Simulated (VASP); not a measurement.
Runs of VASP 6.6.1 on Sb2W. The structure is that of space group P-3m1 (No. 164), or close to it. The cells are those of the table. 

| task | level | potentials or basis | cell | smearing | k mesh for the DOS | occupations for the DOS | gap on the mesh (eV) | pressure (GPa) | largest force (eV/Å) |
| --- | --- | --- | --- | --- | --- | --- | --- | --- | --- |
| single point | PBE | VASP PAW PBE potentials, release 64 (W_sv, Sb) | a = 3.465, b = 3.465, c = 6.717 Å, angles 90.0, 90.0, 120.0°, 3 atoms | gaussian 0.05 eV | - | - | none | 0.0 | 0.01 |
| single point | LDA | VASP PAW LDA potentials, release 64 (W_sv, Sb) | a = 3.465, b = 3.465, c = 6.717 Å, angles 90.0, 90.0, 120.0°, 3 atoms | gaussian 0.05 eV | - | - | none | -6.2 | (b) |
| single point | PBE | VASP PAW PBE potentials, release 64 (W_sv, Sb) | a = 3.472, b = 3.472, c = 6.958 Å, angles 90.0, 90.0, 120.0°, 3 atoms | gaussian 0.05 eV | - | - | none | -1.6 | 0.01 |
| single point | PBE | VASP PAW PBE potentials, release 64 (W_sv, Sb) | a = 3.465, b = 3.413, c = 6.717 Å, angles 90.0, 90.0, 120.5°, 3 atoms | gaussian 0.05 eV | - | - | none | 2.2 | 0.18 |
| single point | PBEsol | VASP PAW PBE potentials, release 64 (W_sv, Sb) | a = 3.465, b = 3.465, c = 6.717 Å, angles 90.0, 90.0, 120.0°, 3 atoms | gaussian 0.05 eV | - | - | none | -4.2 | (a) |
| single point | PBE | VASP PAW PBE potentials, release 64 (W_sv, Sb) | a = 3.465, b = 3.465, c = 6.717 Å, angles 90.0, 90.0, 120.0°, 3 atoms | fermi-dirac 0.005 eV | - | - | none | 0.0 | 0.01 |
| single point | PBE | VASP PAW PBE potentials, release 64 (W_sv, Sb) | a = 3.330, b = 3.330, c = 8.000 Å, angles 90.0, 90.0, 120.0°, 3 atoms | gaussian 0.05 eV | - | - | none | 0.1 | 0.01 |
| single point | PBE | VASP PAW PBE potentials, release 64 (W_sv, Sb) | a = 3.334, b = 3.334, c = 7.763 Å, angles 90.0, 90.0, 120.0°, 3 atoms | gaussian 0.05 eV | - | - | none | 0.4 | 0.02 |
| single point | PBE | VASP PAW PBE potentials, release 64 (W_sv, Sb) | a = 3.452, b = 3.452, c = 6.496 Å, angles 90.0, 90.0, 120.0°, 3 atoms | gaussian 0.05 eV | - | - | none | 2.3 | - |

Alike in all rows: no spin polarisation; k mesh 12 × 12 × 6; cutoff (eV) 520.

**Question.** Estimate the missing entries.

**Answer.** (a) 0.19; (b) 0.39.

Caveats: spin-orbit coupling is left out, which moves the levels of the heavy elements; the PAW data sets were made with another functional, which shifts forces and pressure a little (some runs).

A k mesh can miss the band edges, and the runs leave out spin-orbit coupling on Sb, W.

A gap of «none» marks levels without a gap at the run's occupations.
